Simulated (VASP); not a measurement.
# N2 in VASP: single point with r2SCAN

Aim: the single point of N2 with r2SCAN.

Program: VASP 6.6.1. These are calculated values, not measurements. Logs are shortened: lines on timing, memory, paths and dates and some standing lists are left out, and cuts for length are marked.

## (1) The cell of the first run

The cell holds a molecule in a box, 2 atoms: a = 9.000 Å, b = 9.500 Å, c = 10.000 Å, α = 90.00°, β = 90.00°, γ = 90.00°.

## (2) Single point, r2SCAN

Contents of POSCAR:

```
N
1.0
    9.0000000000      0.0000000000      0.0000000000
    0.0000000000      9.5000000000      0.0000000000
    0.0000000000      0.0000000000     10.0000000000
N
2
Direct
    0.5000000000      0.5000000000      0.4453582304
    0.5000000000      0.5000000000      0.5546417696
```

Contents of INCAR.step1:

```
ALGO = Normal ; EDIFF = 1E-5
ENCUT = 1080 ; GGA = PE
GGA_COMPAT = F ; ISMEAR = 0
LASPH = T ; LCHARG = F
LREAL = F ; LWAVE = T
NBANDS = 12 ; NELM = 120
NELMDL = -8 ; PREC = Accurate
SIGMA = 0.02
```

Contents of INCAR.step2:

```
ALGO = Normal ; EDIFF = 1E-6
ENCUT = 1080 ; GGA_COMPAT = F
ISIF = 2 ; ISMEAR = 0
ISTART = 1 ; LASPH = T
LCHARG = F ; LMIXTAU = T
LREAL = F ; LWAVE = F
METAGGA = R2SCAN ; NBANDS = 12
NELM = 120 ; PREC = Accurate
SIGMA = 0.02
```

Contents of KPOINTS:

```
k-points
0
Gamma
  1 1 1
```

Potentials or basis: VASP PAW PBE potentials, release 64 (N_h).

Launch:

```sh
cat potpaw_PBE.64/N_h/POTCAR > POTCAR
cp INCAR.step1 INCAR
mpirun -np 1 vasp_gam > vasp.out
cp INCAR.step2 INCAR
mpirun -np 1 vasp_gam > vasp.out
```

OUTCAR:

```text
EDIFF = 1E-6
   ENCUT = 1080
   ISIF = 2
   ISMEAR = 0
   ISTART = 1
   LASPH = T
   LREAL = F
   METAGGA = R2SCAN
   NELM = 120
   PREC = Accurate

 ion  position               nearest neighbor table
   1  0.500  0.500  0.445-   2 1.09
   2  0.500  0.500  0.555-   1 1.09

  LATTYP: Found a simple orthorhombic cell.
 ALAT       =     9.0000000000
 B/A-ratio  =     1.0555555556
 C/A-ratio  =     1.1111111111

  Lattice vectors:

 A1 = (   9.0000000000,   0.0000000000,   0.0000000000)
 A2 = (   0.0000000000,   9.5000000000,   0.0000000000)
 A3 = (   0.0000000000,   0.0000000000,  10.0000000000)

Analysis of symmetry for initial positions (statically):
=====================================================================
 Subroutine PRICEL returns:
 Original cell was already a primitive cell.

 Routine SETGRP: Setting up the symmetry group for a
 simple orthorhombic supercell.

 Subroutine GETGRP returns: Found  8 space group operations
 (whereof  8 operations were pure point group operations)
 out of a pool of  8 trial point group operations.

The static configuration has the point symmetry D_2h.

Analysis of symmetry for dynamics (positions and initial velocities):
=====================================================================
 Subroutine PRICEL returns:
 Original cell was already a primitive cell.

 Routine SETGRP: Setting up the symmetry group for a
 simple orthorhombic supercell.

 Subroutine GETGRP returns: Found  8 space group operations
 (whereof  8 operations were pure point group operations)
 out of a pool of  8 trial point group operations.

The dynamic configuration has the point symmetry D_2h.

 Subroutine INISYM returns: Found  8 space group operations
 (whereof  8 operations are pure point group operations),
 and found     1 'primitive' translations

----------------------------------------------------------------------------------------

                                     Primitive cell

  volume of cell :     855.0000

  direct lattice vectors                    reciprocal lattice vectors
     9.000000000  0.000000000  0.000000000     0.111111111  0.000000000  0.000000000
[... 54 lines left out ...]
   ISTART =      1    job   : 0-new  1-cont  2-samecut
   ICHARG =      0    charge: 1-file 2-atom 10-const
   ISPIN  =      1    spin polarized calculation?
   LNONCOLLINEAR =      F non collinear calculations
   LSORBIT =      F    spin-orbit coupling
   LASPH  =      T    aspherical Exc in radial PAW
   ENCUT  = 1080.0 eV  79.38 Ry    8.91 a.u.  24.12 25.46 26.80*2*pi/ulx,y,z
   NELM   =    120;   NELMIN=  2; NELMDL=  0     # of ELM steps
   EDIFF  = 0.1E-05   stopping-criterion for ELM
   LREAL  =      F    real-space projection
   EDIFFG = 0.1E-04   stopping-criterion for IOM
   NSW    =      0    number of steps for IOM
   IBRION =     -1    ionic relax: 0-MD 1-quasi-New 2-CG
   NFREE  =      0    steps in history (QN), initial steepest desc. (CG)
   ISIF   =      2    stress and relaxation
   ISYM   =      2    0-nonsym 1-usesym 2-fastsym
   POTIM  = 0.5000    time-step for ionic-motion
   TEBEG  =    0.0;   TEEND  =   0.0 temperature during run
   PSTRESS=    0.0 pullay stress
   NELECT =      10.0000    total number of electrons
   NUPDOWN=      -1.0000    fix difference up-down
   EMIN   =  10.00;   EMAX   =-10.00  energy-range for DOS
   EFERMI =   0.00;   METHOD = LEGACY
   ISMEAR =     0;   SIGMA  =   0.02  broadening in eV -4-tet -1-fermi 0-gaus
   EFERMI_NEDOS =   21; number of points for ismear=-14 and -15
   IALGO  =     38    algorithm
   IMIX   =      4    mixing-type and parameters
     AMIX     =   0.40;   BMIX     =  1.00
     AMIX_MAG =   1.60;   BMIX_MAG =  1.00
  volume/ion in A,a.u.               =     427.50      2884.91
  Fermi-wavevector in a.u.,A,eV,Ry     =   0.371609  0.702239  1.878872  0.138093
  Thomas-Fermi vector in A             =   1.299861
   LORBIT       =      0    0 simple, 1 ext, 2 COOP (PROOUT), +10 PAW based schemes
   METAGGA = R2SCAN    functional components
   LHFCALC =     F    Hartree Fock is set to
   AEXX    =    0.0000 exact exchange contribution
   IVDW    =     0    specifies the selected vdW correction
   LEPSILON=     F    determine dielectric tensor
   LRPA    =     F    only Hartree local field effects (RPA)
 non-spin polarized calculation
 Gauss-broadening in eV      SIGMA  =   0.02
  energy-cutoff  :     1080.00
  volume of cell :      855.00
 maximum number of plane-waves:     34428
   NGX = 49   NGY = 51   NGZ = 53

 number of electron      10.0000000 magnetization

 Free energy of the ion-electron system (eV)
  ---------------------------------------------------
  ext. energy  EPLUGINS =         0.00000000
  ---------------------------------------------------
  free energy    TOTEN  =       -18.42122166 eV

  energy without entropy =      -18.42122166  energy(sigma->0) =      -18.42122166

 E-fermi : -10.3741     XC(G=0):  -0.3961

 val. band max:      -10.5427800218   @ k =   0.0000   0.0000   0.0000
 cond. band min:      -1.3896505427   @ k =   0.0000   0.0000   0.0000
 fundamental gap:      9.1531294791
 Fermi energy:       -10.3741275667

 k-point     1 :       0.0000    0.0000    0.0000
  band No.  band energies     occupation
      1     -29.5158      2.00000
      2     -14.0458      2.00000
      3     -11.8249      2.00000
      4     -11.8248      2.00000
      5     -10.5428      2.00000
      6      -1.3897      0.00000
      7      -1.3892      0.00000
      8       0.2011      0.00000
      9       1.6174      0.00000
     10       1.7192      0.00000
     11       1.7784      0.00000
     12       1.8405      0.00000

------------------------ aborting loop because EDIFF is reached ----------------------------------------

  FORCE on cell =-STRESS in cart. coord.  units (eV):
  Direction    XX          YY          ZZ          XY          YZ          ZX
  --------------------------------------------------------------------------------------
  -------------------------------------------------------------------------------------
  Total       -0.0153932     -0.0152559      0.0171068      0.0000000      0.0000000      0.0000000
  in kB       -0.0288452     -0.0285878      0.0320563      0.0000000      0.0000000      0.0000000
  external PRESSURE =      -0.0084589 kB  Pullay stress =       0.0000000 kB

 VOLUME and BASIS-vectors are now :
 -----------------------------------------------------------------------------
  energy-cutoff  :     1080.00
  volume of cell :      855.00
      direct lattice vectors                 reciprocal lattice vectors
     9.000000000  0.000000000  0.000000000     0.111111111  0.000000000  0.000000000
     0.000000000  9.500000000  0.000000000     0.000000000  0.105263158  0.000000000
     0.000000000  0.000000000 10.000000000     0.000000000  0.000000000  0.100000000

 POSITION                                       TOTAL-FORCE (eV/Angst)
 -----------------------------------------------------------------------------------
      4.50000      4.75000      4.45358         0.000000      0.000000     -0.039351
      4.50000      4.75000      5.54642         0.000000      0.000000      0.039351
 -----------------------------------------------------------------------------------
    total drift:                                0.000000      0.000000     -0.000000

  FREE ENERGIE OF THE ION-ELECTRON SYSTEM (eV)
  ---------------------------------------------------
  free  energy   TOTEN  =       -18.4212216567 eV

  energy  without entropy=      -18.4212216567  energy(sigma->0) =      -18.42122166
```

It took 15 min on 1 thread of Intel Xeon Platinum 8488C (Sapphire Rapids), shared host; peak memory 1.8 GiB.

Results:

```
Free energy                     : -18.4212 eV
Largest force                   : 0.039 eV/Å
Gap between the frontier levels : 9.15 eV
```

Forces in eV/Å, atoms in the order of the input:
```
N    0.000  0.000 -0.039
N    0.000  0.000  0.039
```

Caveat: the PAW data sets were made with another functional, which shifts forces and pressure a little.
